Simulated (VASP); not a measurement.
# Ta4F in VASP: notebook

Runs on Ta4F. Level: LDA. Tasks: single point.

All numbers are computed with VASP 6.6.1; they aren't measurements. Logs are shortened: lines on timing, memory, paths and dates and some standing lists are left out, and cuts for length are marked.

**1. The cell of the first run**

The cell holds a slab with vacuum, 5 atoms: a = 3.253 Å, b = 3.253 Å, c = 20.213 Å, α = 90.00°, β = 90.00°, γ = 90.00°.

**2. Single point, LDA**

INCAR reads:

```
  PREC = Accurate
  ENCUT = 520
  EDIFF = 1E-6
  ISMEAR = 0
  SIGMA = 0.1
  LREAL = F
  LASPH = T
  NELM = 80
  ALGO = Normal
  ISIF = 2
  LWAVE = F
  LCHARG = F
  LDIPOL = T
  IDIPOL = 3
  DIPOL = 0.5 0.5 0.356
  GGA = CA
  NBANDS = 34
```

KPOINTS reads:

```
regular mesh
0
Gamma
  8 8 1
```

POSCAR reads:

```
Ta4F
1.0
    3.2528501167      0.0000000000      0.0000000000
    0.0000000000      3.2528501167      0.0000000000
    0.0000000000      0.0000000000     20.2133955742
Ta F
4 1
Direct
    0.5000000000      0.5000000000      0.1978885727
    0.0000000000      0.0000000000      0.2783513061
    0.5000000000      0.5000000000      0.3580225065
    0.0000000000      0.0000000000      0.4310703534
    0.1250000000      0.2500000000      0.5132375947
```

Potentials or basis: VASP PAW LDA potentials, release 64 (Ta_pv, F).

Command:

```sh
cat potpaw_LDA.64/Ta_pv/POTCAR potpaw_LDA.64/F/POTCAR > POTCAR
mpirun -np 1 vasp_std > vasp.out
```

OUTCAR:

```text
PREC = Accurate
   ENCUT = 520
   EDIFF = 1E-6
   ISMEAR = 0
   LREAL = F
   LASPH = T
   NELM = 80
   ISIF = 2
   GGA = CA

 ion  position               nearest neighbor table
   1  0.500  0.500  0.198-   2 2.82   2 2.82   2 2.82   2 2.82   3 3.24
   2  0.000  0.000  0.278-   3 2.81   3 2.81   3 2.81   3 2.81   1 2.82   1 2.82   1 2.82   1 2.82
                             4 3.09
   3  0.500  0.500  0.358-   4 2.73   4 2.73   4 2.73   4 2.73   2 2.81   2 2.81   2 2.81   2 2.81
                             1 3.24
   4  0.000  0.000  0.431-   5 1.89   3 2.73   3 2.73   3 2.73   3 2.73   2 3.09
   5  0.125  0.250  0.513-   4 1.89

  LATTYP: Found a simple tetragonal cell.
 ALAT       =     3.2528501167
 C/A-ratio  =     6.2140568575

  Lattice vectors:

 A1 = (   3.2528501167,   0.0000000000,   0.0000000000)
 A2 = (   0.0000000000,   3.2528501167,   0.0000000000)
 A3 = (   0.0000000000,   0.0000000000,  20.2133955742)

Analysis of symmetry for initial positions (statically):
=====================================================================
 Subroutine PRICEL returns:
 Original cell was already a primitive cell.

 Routine SETGRP: Setting up the symmetry group for a
 simple tetragonal supercell.

 Subroutine GETGRP returns: Found  1 space group operations
 (whereof  1 operations were pure point group operations)
 out of a pool of 16 trial point group operations.

The static configuration has the point symmetry C_1 .

Analysis of symmetry for dynamics (positions and initial velocities):
=====================================================================
 Subroutine PRICEL returns:
 Original cell was already a primitive cell.

 Routine SETGRP: Setting up the symmetry group for a
 simple tetragonal supercell.

 Subroutine GETGRP returns: Found  1 space group operations
 (whereof  1 operations were pure point group operations)
 out of a pool of 16 trial point group operations.

The dynamic configuration has the point symmetry C_1 .

 Subroutine INISYM returns: Found  1 space group operations
 (whereof  1 operations are pure point group operations),
 and found     1 'primitive' translations

----------------------------------------------------------------------------------------

                                     Primitive cell

  volume of cell :     213.8786

  direct lattice vectors                    reciprocal lattice vectors
     3.252850117  0.000000000  0.000000000     0.307422711  0.000000000  0.000000000
     0.000000000  3.252850117  0.000000000     0.000000000  0.307422711  0.000000000
     0.000000000  0.000000000 20.213395574     0.000000000  0.000000000  0.049472143

  length of vectors
     3.252850117  3.252850117 20.213395574     0.307422711  0.307422711  0.049472143

  position of ions in fractional coordinates (direct lattice)
     0.500000000  0.500000000  0.197888573
     0.000000000  0.000000000  0.278351306
     0.500000000  0.500000000  0.358022506
     0.000000000  0.000000000  0.431070353
     0.125000000  0.250000000  0.513237595

  ion indices of the primitive-cell ions
   primitive index   ion index
                 1           1
                 2           2
                 3           3
                 4           4
                 5           5

----------------------------------------------------------------------------------------

 KPOINTS: regular mesh

Automatic generation of k-mesh.
 Grid dimensions read from file:
 generate k-points for:    8    8    1

 Generating k-lattice:

  Cartesian coordinates                     Fractional coordinates (reciprocal lattice)
     0.038427839  0.000000000  0.000000000     0.125000000  0.000000000  0.000000000
     0.000000000  0.038427839  0.000000000     0.000000000  0.125000000  0.000000000
     0.000000000  0.000000000  0.049472143     0.000000000  0.000000000  1.000000000

  Length of vectors
     0.038427839  0.038427839  0.049472143

  Shift w.r.t. Gamma in fractional coordinates (k-lattice)
     0.000000000  0.000000000  0.000000000

 Subroutine IBZKPT returns following result:
 ===========================================

 Found     34 irreducible k-points:

 Following reciprocal coordinates:
            Coordinates               Weight
  0.000000  0.000000  0.000000      1.000000
  0.125000  0.000000  0.000000      2.000000
  0.000000  0.125000  0.000000      2.000000
  0.250000  0.000000  0.000000      2.000000
  0.000000  0.250000  0.000000      2.000000
  0.375000  0.000000  0.000000      2.000000
[... 16 lines left out ...]
 -0.250000  0.250000  0.000000      2.000000
  0.375000  0.250000  0.000000      2.000000
 [... further k-points ...]
   k-points           NKPTS =     34   k-points in BZ     NKDIM =     34   number of bands    NBANDS=     34
   number of dos      NEDOS =    301   number of ions     NIONS =      5
   total plane-waves  NPLWV =  86400
   dimension x,y,z NGX =    24 NGY =   24 NGZ =  150
   dimension x,y,z NGXF=    48 NGYF=   48 NGZF=  300
   ions per type =               4   1
   NGX,Y,Z   is equivalent  to a cutoff of  12.27, 12.27, 12.34 a.u.
   NGXF,Y,Z  is equivalent  to a cutoff of  24.53, 24.53, 24.67 a.u.
 SYSTEM =  unknown system
   PREC   = accura    normal or accurate (medium, high low for compatibility)
   ISTART =      0    job   : 0-new  1-cont  2-samecut
   ICHARG =      2    charge: 1-file 2-atom 10-const
   ISPIN  =      1    spin polarized calculation?
   LNONCOLLINEAR =      F non collinear calculations
   LSORBIT =      F    spin-orbit coupling
   LASPH  =      T    aspherical Exc in radial PAW
   ENCUT  =  520.0 eV  38.22 Ry    6.18 a.u.   6.05  6.05 37.58*2*pi/ulx,y,z
   NELM   =     80;   NELMIN=  2; NELMDL= -5     # of ELM steps
   EDIFF  = 0.1E-05   stopping-criterion for ELM
   LREAL  =      F    real-space projection
   EDIFFG = 0.1E-04   stopping-criterion for IOM
   NSW    =      0    number of steps for IOM
   IBRION =     -1    ionic relax: 0-MD 1-quasi-New 2-CG
   NFREE  =      0    steps in history (QN), initial steepest desc. (CG)
   ISIF   =      2    stress and relaxation
   ISYM   =      2    0-nonsym 1-usesym 2-fastsym
   POTIM  = 0.5000    time-step for ionic-motion
   TEBEG  =    0.0;   TEEND  =   0.0 temperature during run
   PSTRESS=    0.0 pullay stress
   NELECT =      51.0000    total number of electrons
   NUPDOWN=      -1.0000    fix difference up-down
   EMIN   =  10.00;   EMAX   =-10.00  energy-range for DOS
   EFERMI =   0.00;   METHOD = LEGACY
   ISMEAR =     0;   SIGMA  =   0.10  broadening in eV -4-tet -1-fermi 0-gaus
   EFERMI_NEDOS =   21; number of points for ismear=-14 and -15
   IALGO  =     38    algorithm
   IMIX   =      4    mixing-type and parameters
     AMIX     =   0.40;   BMIX     =  1.00
     AMIX_MAG =   1.60;   BMIX_MAG =  1.00
  volume/ion in A,a.u.               =      42.78       288.66
  Fermi-wavevector in a.u.,A,eV,Ry     =   1.015179  1.918409 14.021994  1.030587
  Thomas-Fermi vector in A             =   2.148449
   LORBIT       =      0    0 simple, 1 ext, 2 COOP (PROOUT), +10 PAW based schemes
   GGA     = CA    functional components
   LHFCALC =     F    Hartree Fock is set to
   AEXX    =    0.0000 exact exchange contribution
   IVDW    =     0    specifies the selected vdW correction
   LEPSILON=     F    determine dielectric tensor
   LRPA    =     F    only Hartree local field effects (RPA)
 non-spin polarized calculation
 Gauss-broadening in eV      SIGMA  =   0.10
  energy-cutoff  :      520.00
  volume of cell :      213.88
 maximum number of plane-waves:      5812
   NGX = 13   NGY = 13   NGZ = 75

 dipolmoment           0.000000      0.000000     -0.569124 electrons x Angstroem

 number of electron      50.9999997 magnetization

 dipolmoment           0.000000      0.000000      0.125728 electrons x Angstroem

 Free energy of the ion-electron system (eV)
  ---------------------------------------------------
  ext. energy  EPLUGINS =         0.00000000
  ---------------------------------------------------
  free energy    TOTEN  =       -53.87524291 eV

  energy without entropy =      -53.85352127  energy(sigma->0) =      -53.86438209

 E-fermi :  -1.2097     XC(G=0):  -5.7104

 val. band max:       -1.2146768247   @ k =   0.3750   0.1250   0.0000
 cond. band min:      -1.2044250690   @ k =   0.0000   0.3750   0.0000
 fundamental gap:      0.0102517557
 Fermi energy:        -1.2096688337

 k-point     1 :       0.0000    0.0000    0.0000
  band No.  band energies     occupation
      1     -36.0992      2.00000
      2     -35.9023      2.00000
      3     -35.7343      2.00000
      4     -35.7270      2.00000
      5     -35.6445      2.00000
      6     -35.6223      2.00000
[... 26 lines left out ...]
     33       1.6160      0.00000
     34       2.4251      0.00000

 k-point     2 :       0.1250    0.0000    0.0000
  band No.  band energies     occupation
      1     -36.1082      2.00000
      2     -35.9069      2.00000
      3     -35.7723      2.00000
      4     -35.7195      2.00000
      5     -35.6805      2.00000
      6     -35.6226      2.00000
[... 26 lines left out ...]
     33       1.7723      0.00000
     34       2.0104      0.00000

 k-point     3 :       0.0000    0.1250    0.0000
  band No.  band energies     occupation
      1     -36.1106      2.00000
      2     -35.9070      2.00000
      3     -35.7736      2.00000
      4     -35.7181      2.00000
      5     -35.6862      2.00000
      6     -35.6138      2.00000
[... 26 lines left out ...]
     33       1.7602      0.00000
     34       2.1110      0.00000
[... 704 lines left out ...]
 k-point    23 :      -0.2500    0.2500    0.0000
  band No.  band energies     occupation
      1     -36.1265      2.00000
      2     -35.9200      2.00000
      3     -35.8696      2.00000
      4     -35.8198      2.00000
      5     -35.7794      2.00000
      6     -35.7160      2.00000
[... 26 lines left out ...]
     33       2.4736      0.00000
     34       2.7360      0.00000

 k-point    24 :       0.3750    0.2500    0.0000
  band No.  band energies     occupation
      1     -36.1226      2.00000
      2     -35.9510      2.00000
      3     -35.9244      2.00000
      4     -35.8657      2.00000
      5     -35.8004      2.00000
      6     -35.7324      2.00000
[... 26 lines left out ...]
     33       2.6007      0.00000
     34       2.9765      0.00000

 [... further k-points ...]

------------------------ aborting loop because EDIFF is reached ----------------------------------------

 vacuum level on the upper side and lower side of the slab       (xc-potential included)         0.859        -1.253

  FORCE on cell =-STRESS in cart. coord.  units (eV):
  Direction    XX          YY          ZZ          XY          YZ          ZX
  --------------------------------------------------------------------------------------
  -------------------------------------------------------------------------------------
  Total       -2.8667615     -3.5707407      1.9372466      0.2246532      0.2700687     -0.1615385
  in kB      -21.4750791    -26.7486282     14.5120283      1.6828903      2.0231008     -1.2100944
  external PRESSURE =     -11.2372263 kB  Pullay stress =       0.0000000 kB

 VOLUME and BASIS-vectors are now :
 -----------------------------------------------------------------------------
  energy-cutoff  :      520.00
  volume of cell :      213.88
      direct lattice vectors                 reciprocal lattice vectors
     3.252850117  0.000000000  0.000000000     0.307422711  0.000000000  0.000000000
     0.000000000  3.252850117  0.000000000     0.000000000  0.307422711  0.000000000
     0.000000000  0.000000000 20.213395574     0.000000000  0.000000000  0.049472143

 POSITION                                       TOTAL-FORCE (eV/Angst)
 -----------------------------------------------------------------------------------
      1.62643      1.62643      4.00000         0.007785      0.002466      0.747848
      0.00000      0.00000      5.62643         0.027347      0.051328     -1.004844
      1.62643      1.62643      7.23685        -0.141429     -0.361827     -1.404803
      0.00000      0.00000      8.71340         0.256254      0.364357      1.455958
      0.40661      0.81321     10.37427        -0.149957     -0.056323      0.205840
 -----------------------------------------------------------------------------------
    total drift:                                0.000019      0.000021     -0.000002

  FREE ENERGIE OF THE ION-ELECTRON SYSTEM (eV)
  ---------------------------------------------------
  free  energy   TOTEN  =       -53.8752429125 eV

  energy  without entropy=      -53.8535212705  energy(sigma->0) =      -53.86438209

 vacuum level on the upper side and lower side of the slab         5.085         2.903
```

Wall time 3.1 min (1 thread of Intel Xeon Platinum 8488C (Sapphire Rapids), shared host); peak memory 0.35 GiB.

What came out:

```
Free energy            : -53.8752 eV
Largest force          : 1.523 eV/Å
Band gap on the k mesh : zero (an odd number of electrons rules out a gap without spin polarisation)
```

Forces on the atoms (eV/Å):
```
Ta   0.008  0.002  0.748
Ta   0.027  0.051 -1.005
Ta  -0.141 -0.362 -1.405
Ta   0.256  0.364  1.456
F   -0.150 -0.056  0.206
```

Caveat: spin-orbit coupling is left out, which moves the levels of the heavy elements.

**3. Single point, LDA**

INCAR reads:

```
ALGO     = Normal         # electronic algorithm
DIPOL    = 0.5 0.5 0.353
EDIFF    = 1E-6           # SCF threshold, eV
ENCUT    = 520            # plane-wave cutoff, eV
IDIPOL   = 3            
ISIF     = 2              # what is computed and relaxed
ISMEAR   = 0              # smearing method
LASPH    = T              # aspherical terms in the spheres
LCHARG   = T              # write CHGCAR
LDIPOL   = T            
LELF     = T              # ELF
LREAL    = F              # projectors in reciprocal space
LVACPOTAV= T            
LVHAR    = T            
LWAVE    = F              # write WAVECAR
NBANDS   = 34             # bands
NELM     = 60             # most SCF steps
PREC     = Accurate       # precision mode
SIGMA    = 0.1            # smearing width, eV
```

KPOINTS reads:

```
k-points
0
Gamma
  8 8 1
```

Edit POSCAR of step 2 so:

```diff
@@ -12,2 +12,2 @@
     0.0000000000      0.0000000000      0.4310703534
-    0.1250000000      0.2500000000      0.5132375947
+    0.2500000000      0.3750000000      0.4994626606
```

Potentials or basis: VASP PAW LDA potentials, release 64 (Ta_pv, F).

Command:

```sh
cat potpaw_LDA.64/Ta_pv/POTCAR potpaw_LDA.64/F/POTCAR > POTCAR
mpirun -np 1 vasp_std > vasp.out
```

Run time: 3.4 min. Hardware: 1 thread of Intel Xeon Platinum 8488C (Sapphire Rapids), shared host; peak memory 0.35 GiB.

Results (log left out):

| Property | Result |
| --- | --- |
| Free energy | -53.6635 eV |
| Largest force | 1.576 eV/Å |
| Band gap on the k mesh | zero (an odd number of electrons rules out a gap without spin polarisation) |

Forces on the atoms (eV/Å):
```
Ta   0.040  0.035  0.845
Ta   0.016  0.015 -0.884
Ta  -0.182 -0.213 -1.419
Ta   0.719  0.353  1.357
F   -0.593 -0.190  0.101
```

Levels at points of the mesh, in eV from the Fermi level:
```csv
k point,band 24,band 25,band 26,band 27,band 28,band 29
"(0.00, 0.00, 0.00)",0.04,0.34,0.34,0.45,0.54,0.75
"(0.50, 0.00, 0.00)",-1.13,-0.02,0.05,0.25,1.11,1.37
"(0.00, 0.50, 0.00)",-1.13,0.01,0.04,0.16,1.07,1.45
"(0.50, 0.50, 0.00)",-1.23,-0.37,-0.20,2.14,2.26,2.55
```

Caveat: spin-orbit coupling is left out, which moves the levels of the heavy elements.

(Continued in part 2 of 2.)

The gap in the log of VASP goes by the Fermi energy; the results here count the filled bands.